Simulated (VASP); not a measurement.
Input of a VASP 6.6.1 run:

Contents of POSCAR:

```
NaI
1.0
    4.0624249601      0.0000000000      0.0000000000
    0.0000000000      4.0624249601      0.0000000000
    0.0000000000      0.0000000000      4.0624249601
Na I
1 1
Direct
    0.0000000000      0.0000000000      0.0000000000
    0.5000000000      0.5000000000      0.5000000000
```

INCAR.step1

```
PREC = Accurate ; ENCUT = 600
ISMEAR = -1 ; SIGMA = 0.02
LREAL = F ; LASPH = T
NELM = 80 ; GGA = PE
ALGO = Normal ; EDIFF = 1E-4
LWAVE = T ; LCHARG = F
```

The input INCAR.step2:

```
PREC = Accurate ; ENCUT = 600
EDIFF = 1E-6 ; ISMEAR = -1
SIGMA = 0.02 ; LREAL = F
LASPH = T ; NELM = 80
ALGO = Normal ; ISIF = 3
LWAVE = F ; LCHARG = F
METAGGA = R2SCAN ; LMIXTAU = T
IBRION = 2 ; NSW = 80
EDIFFG = -0.005 ; ISTART = 1
```

KPOINTS

```
Automatic mesh
0
Gamma
  6 6 6
```

Potentials or basis: VASP PAW PBE potentials, release 64 (Na_pv, I).

Run with:

```sh
$ cat potpaw_PBE.64/Na_pv/POTCAR potpaw_PBE.64/I/POTCAR > POTCAR
$ cp INCAR.step1 INCAR
$ mpirun -np 1 vasp_std > vasp.out
$ cp INCAR.step2 INCAR
$ mpirun -np 1 vasp_std > vasp.out
```

Problem. Predict the space group after relaxing (to 0.1 Å).

Solution. Pm-3m (No. 221).

Problem. Estimate the relaxed cell.

Solution. a = 4.033 Å, b = 4.033 Å, c = 4.033 Å, α = 90.00°, β = 90.00°, γ = 90.00°.

Problem. Estimate the band gap on the k mesh.

Solution. 3.08 eV (least direct gap 3.35 eV).

Final structure:
```yaml
crystal:
  lattice:
    - [4.03257, 0.00000, 0.00000]
    - [0.00000, 4.03257, 0.00000]
    - [0.00000, 0.00000, 4.03257]
  atoms:
    - { symbol: Na, position: [0.00000, 0.00000, 0.00000] }
    - { symbol: I, position: [0.50000, 0.50000, 0.50000] }
```

Caveat: the structure was generated, so it needn't be the stable form of NaI; spin-orbit coupling is left out, which moves the levels of the heavy elements. A k mesh can miss the band edges.
